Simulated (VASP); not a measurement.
# AlCo (P4/mmm) in VASP: a series of runs

AlCo is run at these levels: PBEsol; tasks: single point.

Everything below comes from runs of VASP 6.6.1. Logs are shortened: lines on timing, memory, paths and dates and some standing lists are left out, and cuts for length are marked.

## 1. The cell of the first run

Symmetry: P4/mmm, No. 123, tetragonal system. Conventional cell: a = 2.735 Å, b = 2.735 Å, c = 2.819 Å, α = 90.00°, β = 90.00°, γ = 90.00°. Al (site symmetry 4/mmm) has 8 Co at 2.39 Å and 6 Al at 2.73 to 2.82 Å within 3.2 Å. Within 3.2 Å of Co (site symmetry 4/mmm) lie 8 Al at 2.39 Å and 6 Co at 2.73 to 2.82 Å.

## 2. Single point, PBEsol (strain -0.030 along x and y, +0.000 along z)

Contents of INCAR:

```
  PREC = Accurate
  ENCUT = 520
  EDIFF = 1E-6
  ISMEAR = 0
  SIGMA = 0.15
  LREAL = F
  LASPH = T
  NELM = 60
  ALGO = Fast
  ISIF = 2
  LWAVE = F
  LCHARG = F
  GGA = PS
  NBANDS = 13
```

Contents of KPOINTS:

```
Automatic mesh
0
Gamma
  16 16 16
```

Contents of POSCAR:

```
AlCo
1.0
    2.7348211137      0.0000000000      0.0000000000
    0.0000000000      2.7348211137      0.0000000000
    0.0000000000      0.0000000000      2.8194032100
Al Co
1 1
Direct
    0.0000000000      0.0000000000      0.0000000000
    0.5000000000      0.5000000000      0.5000000000
```

Potentials or basis: VASP PAW PBE potentials, release 64 (Al, Co).

Command:

```console
$ cat potpaw_PBE.64/Al/POTCAR potpaw_PBE.64/Co/POTCAR > POTCAR
$ mpirun -np 1 vasp_std > vasp.out
```

OUTCAR:

```text
PREC = Accurate
   ENCUT = 520
   EDIFF = 1E-6
   ISMEAR = 0
   LREAL = F
   LASPH = T
   NELM = 60
   ISIF = 2
   GGA = PS

 ion  position               nearest neighbor table
   1  0.000  0.000  0.000-   2 2.39   2 2.39   2 2.39   2 2.39   2 2.39   2 2.39   2 2.39   2 2.39

   2  0.500  0.500  0.500-   1 2.39   1 2.39   1 2.39   1 2.39   1 2.39   1 2.39   1 2.39   1 2.39

  LATTYP: Found a simple tetragonal cell.
 ALAT       =     2.7348211137
 C/A-ratio  =     1.0309278351

  Lattice vectors:

 A1 = (   2.7348211137,   0.0000000000,   0.0000000000)
 A2 = (   0.0000000000,   2.7348211137,   0.0000000000)
 A3 = (   0.0000000000,   0.0000000000,   2.8194032100)

Analysis of symmetry for initial positions (statically):
=====================================================================
 Subroutine PRICEL returns:
 Original cell was already a primitive cell.

 Routine SETGRP: Setting up the symmetry group for a
 simple tetragonal supercell.

 Subroutine GETGRP returns: Found 16 space group operations
 (whereof 16 operations were pure point group operations)
 out of a pool of 16 trial point group operations.

The static configuration has the point symmetry D_4h.

Analysis of symmetry for dynamics (positions and initial velocities):
=====================================================================
 Subroutine PRICEL returns:
 Original cell was already a primitive cell.

 Routine SETGRP: Setting up the symmetry group for a
 simple tetragonal supercell.

 Subroutine GETGRP returns: Found 16 space group operations
 (whereof 16 operations were pure point group operations)
 out of a pool of 16 trial point group operations.

The dynamic configuration has the point symmetry D_4h.

 Subroutine INISYM returns: Found 16 space group operations
 (whereof 16 operations are pure point group operations),
 and found     1 'primitive' translations

----------------------------------------------------------------------------------------

                                     Primitive cell

  volume of cell :      21.0870

  direct lattice vectors                    reciprocal lattice vectors
     2.734821114  0.000000000  0.000000000     0.365654629  0.000000000  0.000000000
     0.000000000  2.734821114  0.000000000     0.000000000  0.365654629  0.000000000
     0.000000000  0.000000000  2.819403210     0.000000000  0.000000000  0.354684990

  length of vectors
     2.734821114  2.734821114  2.819403210     0.365654629  0.365654629  0.354684990

  position of ions in fractional coordinates (direct lattice)
     0.000000000  0.000000000  0.000000000
     0.500000000  0.500000000  0.500000000

  ion indices of the primitive-cell ions
   primitive index   ion index
                 1           1
                 2           2

----------------------------------------------------------------------------------------

 KPOINTS: Automatic mesh

Automatic generation of k-mesh.
 Grid dimensions read from file:
 generate k-points for:   16   16   16

 Generating k-lattice:

  Cartesian coordinates                     Fractional coordinates (reciprocal lattice)
     0.022853414  0.000000000  0.000000000     0.062500000  0.000000000  0.000000000
     0.000000000  0.022853414  0.000000000     0.000000000  0.062500000  0.000000000
     0.000000000  0.000000000  0.022167812     0.000000000  0.000000000  0.062500000

  Length of vectors
     0.022853414  0.022853414  0.022167812

  Shift w.r.t. Gamma in fractional coordinates (k-lattice)
     0.000000000  0.000000000  0.000000000

 Subroutine IBZKPT returns following result:
 ===========================================

 Found    405 irreducible k-points:

 Following reciprocal coordinates:
            Coordinates               Weight
  0.000000  0.000000  0.000000      1.000000
  0.062500  0.000000  0.000000      4.000000
  0.125000  0.000000  0.000000      4.000000
  0.187500  0.000000  0.000000      4.000000
  0.250000  0.000000  0.000000      4.000000
  0.312500  0.000000  0.000000      4.000000
[... 16 lines left out ...]
  0.437500  0.125000  0.000000      8.000000
  0.500000  0.125000  0.000000      4.000000
 [... further k-points ...]
   k-points           NKPTS =    405   k-points in BZ     NKDIM =    405   number of bands    NBANDS=     13
   number of dos      NEDOS =    301   number of ions     NIONS =      2
   total plane-waves  NPLWV =   9600
   dimension x,y,z NGX =    20 NGY =   20 NGZ =   24
   dimension x,y,z NGXF=    40 NGYF=   40 NGZF=   48
   ions per type =               1   1
   NGX,Y,Z   is equivalent  to a cutoff of  12.16, 12.16, 14.15 a.u.
   NGXF,Y,Z  is equivalent  to a cutoff of  24.32, 24.32, 28.30 a.u.
 SYSTEM =  unknown system
   PREC   = accura    normal or accurate (medium, high low for compatibility)
   ISTART =      0    job   : 0-new  1-cont  2-samecut
   ICHARG =      2    charge: 1-file 2-atom 10-const
   ISPIN  =      1    spin polarized calculation?
   LNONCOLLINEAR =      F non collinear calculations
   LSORBIT =      F    spin-orbit coupling
   LASPH  =      T    aspherical Exc in radial PAW
   ENCUT  =  520.0 eV  38.22 Ry    6.18 a.u.   5.08  5.08  5.24*2*pi/ulx,y,z
   NELM   =     60;   NELMIN=  2; NELMDL= -5     # of ELM steps
   EDIFF  = 0.1E-05   stopping-criterion for ELM
   LREAL  =      F    real-space projection
   EDIFFG = 0.1E-04   stopping-criterion for IOM
   NSW    =      0    number of steps for IOM
   IBRION =     -1    ionic relax: 0-MD 1-quasi-New 2-CG
   NFREE  =      0    steps in history (QN), initial steepest desc. (CG)
   ISIF   =      2    stress and relaxation
   ISYM   =      2    0-nonsym 1-usesym 2-fastsym
   POTIM  = 0.5000    time-step for ionic-motion
   TEBEG  =    0.0;   TEEND  =   0.0 temperature during run
   PSTRESS=    0.0 pullay stress
   NELECT =      12.0000    total number of electrons
   NUPDOWN=      -1.0000    fix difference up-down
   EMIN   =  10.00;   EMAX   =-10.00  energy-range for DOS
   EFERMI =   0.00;   METHOD = LEGACY
   ISMEAR =     0;   SIGMA  =   0.15  broadening in eV -4-tet -1-fermi 0-gaus
   EFERMI_NEDOS =   21; number of points for ismear=-14 and -15
   IALGO  =     68    algorithm
   IMIX   =      4    mixing-type and parameters
     AMIX     =   0.40;   BMIX     =  1.00
     AMIX_MAG =   1.60;   BMIX_MAG =  1.00
  volume/ion in A,a.u.               =      10.54        71.15
  Fermi-wavevector in a.u.,A,eV,Ry     =   1.356637  2.563672 25.041022  1.840463
  Thomas-Fermi vector in A             =   2.483623
   LORBIT       =      0    0 simple, 1 ext, 2 COOP (PROOUT), +10 PAW based schemes
   GGA     = PS    functional components
   LHFCALC =     F    Hartree Fock is set to
   AEXX    =    0.0000 exact exchange contribution
   IVDW    =     0    specifies the selected vdW correction
   LEPSILON=     F    determine dielectric tensor
   LRPA    =     F    only Hartree local field effects (RPA)
 non-spin polarized calculation
 RMM-DIIS sequential band-by-band and
 Gauss-broadening in eV      SIGMA  =   0.15
  energy-cutoff  :      520.00
  volume of cell :       21.09
 maximum number of plane-waves:       588
   NGX = 11   NGY = 11   NGZ = 11

 number of electron      12.0000005 magnetization

 Free energy of the ion-electron system (eV)
  ---------------------------------------------------
  ext. energy  EPLUGINS =         0.00000000
  ---------------------------------------------------
  free energy    TOTEN  =       -13.01751820 eV

  energy without entropy =      -13.00831499  energy(sigma->0) =      -13.01291659

 E-fermi :  11.7150     XC(G=0): -12.8496

 val. band max:       11.7092665774   @ k =   0.3750   0.0000   0.4375
 cond. band min:      11.7186033917   @ k =   0.4375   0.3750   0.3750
 fundamental gap:      0.0093368143
 Fermi energy:        11.7149918868

 k-point     1 :       0.0000    0.0000    0.0000
  band No.  band energies     occupation
      1       0.0314      2.00000
      2       8.2893      2.00000
      3       8.3496      2.00000
      4      10.7810      2.00000
      5      10.7810      2.00000
      6      10.9067      2.00000
      7      17.4242      0.00000
      8      18.5992      0.00000
      9      18.5992      0.00000
     10      20.7586      0.00000
     11      20.9957      0.00000
     12      28.8099      0.00000
     13      34.3070      0.00000

 k-point     2 :       0.0625    0.0000    0.0000
  band No.  band energies     occupation
      1       0.1122      2.00000
      2       8.3065      2.00000
      3       8.3567      2.00000
      4      10.7278      2.00000
      5      10.7863      2.00000
      6      10.8614      2.00000
      7      17.5426      0.00000
      8      17.7249      0.00000
      9      18.7095      0.00000
     10      20.7850      0.00000
     11      21.7588      0.00000
     12      29.0723      0.00000
     13      33.2977      0.00000

 k-point     3 :       0.1250    0.0000    0.0000
  band No.  band energies     occupation
      1       0.3536      2.00000
      2       8.3113      2.00000
      3       8.4058      2.00000
      4      10.5829      2.00000
      5      10.7368      2.00000
      6      10.8016      2.00000
      7      16.2668      0.00000
      8      17.8835      0.00000
      9      19.0295      0.00000
     10      20.7430      0.00000
     11      22.9985      0.00000
     12      29.8740      0.00000
     13      31.6788      0.00000
[... 305 lines left out ...]
 k-point    23 :       0.4375    0.1250    0.0000
  band No.  band energies     occupation
      1       3.9905      2.00000
      2       5.9568      2.00000
      3       9.0675      2.00000
      4       9.7390      2.00000
      5       9.8293      2.00000
      6      10.7503      2.00000
      7      12.1398      0.00006
      8      19.3496      0.00000
      9      21.2993      0.00000
     10      22.1229      0.00000
     11      24.5453      0.00000
     12      24.7594      0.00000
     13      28.5848      0.00000

 k-point    24 :       0.5000    0.1250    0.0000
  band No.  band energies     occupation
      1       4.9496      2.00000
      2       4.9796      2.00000
      3       9.1102      2.00000
      4       9.7048      2.00000
      5       9.7980      2.00000
      6      10.7564      2.00000
      7      12.0614      0.00109
      8      19.6093      0.00000
      9      21.1328      0.00000
     10      22.7374      0.00000
     11      24.0560      0.00000
     12      24.3744      0.00000
     13      28.5730      0.00000

 [... further k-points ...]
[... 5 lines left out ...]
  --------------------------------------------------------------------------------------
  -------------------------------------------------------------------------------------
  Total        2.0815036      2.0815036      1.3460561      0.0000000      0.0000000      0.0000000
  in kB      158.1512780    158.1512780    102.2724610      0.0000000      0.0000000      0.0000000
  external PRESSURE =     139.5250057 kB  Pullay stress =       0.0000000 kB

 VOLUME and BASIS-vectors are now :
 -----------------------------------------------------------------------------
  energy-cutoff  :      520.00
  volume of cell :       21.09
      direct lattice vectors                 reciprocal lattice vectors
     2.734821114  0.000000000  0.000000000     0.365654629  0.000000000  0.000000000
     0.000000000  2.734821114  0.000000000     0.000000000  0.365654629  0.000000000
     0.000000000  0.000000000  2.819403210     0.000000000  0.000000000  0.354684990

 POSITION                                       TOTAL-FORCE (eV/Angst)
 -----------------------------------------------------------------------------------
      0.00000      0.00000      0.00000         0.000000      0.000000      0.000000
      1.36741      1.36741      1.40970         0.000000      0.000000      0.000000
 -----------------------------------------------------------------------------------
    total drift:                               -0.000000      0.000000      0.000000

  FREE ENERGIE OF THE ION-ELECTRON SYSTEM (eV)
  ---------------------------------------------------
  free  energy   TOTEN  =       -13.0175181960 eV

  energy  without entropy=      -13.0083149886  energy(sigma->0) =      -13.01291659
```

Wall time 2.3 min (1 thread of Intel Xeon 8259CL, shared host); peak memory 0.23 GiB.

What came out:

| Property | Result |
| --- | --- |
| Free energy | -13.0175 eV |
| Pressure | 14.0 GPa |
| Band gap on the k mesh | zero (bands 6 and 7 overlap by 2.60 eV) |

Levels at points of the mesh, in eV from the Fermi level:
```
           k point  band 3  band 4  band 5  band 6  band 7  band 8  band 9  band 10
(0.00, 0.00, 0.00)   -3.37   -0.93   -0.93   -0.81    5.71    6.88    6.88     9.04
(0.50, 0.00, 0.00)   -2.70   -2.05   -1.80   -0.79    0.36    8.53   10.48    11.54
(0.50, 0.50, 0.00)   -2.68   -2.68   -1.79   -1.79   -0.17    2.94    4.32    13.37
(0.00, 0.00, 0.50)   -2.75   -1.81   -1.81   -0.70    0.05    8.56   11.46    11.46
(0.50, 0.00, 0.50)   -3.00   -2.81   -1.62   -1.59   -0.29    2.64    4.01    14.19
(0.50, 0.50, 0.50)   -4.34   -0.26   -0.14    2.32    2.45    2.45    5.08     5.81
```

Caveat: the cell differs from its parent crystal (strain -0.030 along x and y, +0.000 along z); the cell stands under pressure; the PAW data sets were made with another functional, which shifts forces and pressure a little; the run has no spin polarisation, though such a crystal can be magnetic. Spin polarisation is off, so any magnetic state and its effect on volume and gap are missing.

## 3. Single point, PBEsol (strain -0.015 along x and y, -0.030 along z)

INCAR is that of step 2.

KPOINTS is that of step 2.

Contents of POSCAR:

```
AlCo
1.0
    2.7771121618      0.0000000000      0.0000000000
    0.0000000000      2.7771121618      0.0000000000
    0.0000000000      0.0000000000      2.7348211137
Al Co
1 1
Direct
    0.0000000000      0.0000000000      0.0000000000
    0.5000000000      0.5000000000      0.5000000000
```

Potentials or basis: VASP PAW PBE potentials, release 64 (Al, Co).

Command:

```console
$ cat potpaw_PBE.64/Al/POTCAR potpaw_PBE.64/Co/POTCAR > POTCAR
$ mpirun -np 1 vasp_std > vasp.out
```

Run time: 2 min. Hardware: 1 thread of Intel Xeon 8259CL, shared host; peak memory 0.24 GiB.

Results (log left out):

```yaml
Free_energy: -13.0235 eV
Pressure: 13.7 GPa
Band_gap_on_the_k_mesh: zero (bands 6 and 7 overlap by 2.66 eV)
```

Stress tensor (GPa, compression positive):
```
12.48  0.00  0.00
 0.00 12.48  0.00
 0.00  0.00 16.09
```

Levels at points of the mesh, in eV from the Fermi level:
| k point | band 2 | band 3 | band 4 | band 5 | band 6 | band 7 | band 8 | band 9 | band 10 | band 11 |
| --- | --- | --- | --- | --- | --- | --- | --- | --- | --- | --- |
| (0.00, 0.00, 0.00) | -3.44 | -3.40 | -0.97 | -0.90 | -0.90 | 6.26 | 6.26 | 6.86 | 9.10 | 9.20 |
| (0.50, 0.00, 0.00) | -7.13 | -2.75 | -1.96 | -1.83 | -0.77 | 0.18 | 8.53 | 10.93 | 11.48 | 12.50 |
| (0.50, 0.50, 0.00) | -3.48 | -2.93 | -2.93 | -1.63 | -1.63 | -0.31 | 2.60 | 3.98 | 14.16 | 16.93 |
| (0.00, 0.00, 0.50) | -6.95 | -2.72 | -1.95 | -1.95 | -0.82 | 0.34 | 8.53 | 10.97 | 10.97 | 12.68 |
| (0.50, 0.00, 0.50) | -3.45 | -2.86 | -2.76 | -1.74 | -1.72 | -0.25 | 2.76 | 4.14 | 13.74 | 16.50 |
| (0.50, 0.50, 0.50) | -4.37 | -4.37 | -0.26 | -0.19 | 2.36 | 2.36 | 2.43 | 5.05 | 5.78 | 5.97 |

Caveat: the cell differs from its parent crystal (strain -0.015 along x and y, -0.030 along z); the cell stands under pressure; the PAW data sets were made with another functional, which shifts forces and pressure a little; the run has no spin polarisation, though such a crystal can be magnetic.

(Continued in part 2 of 2.)
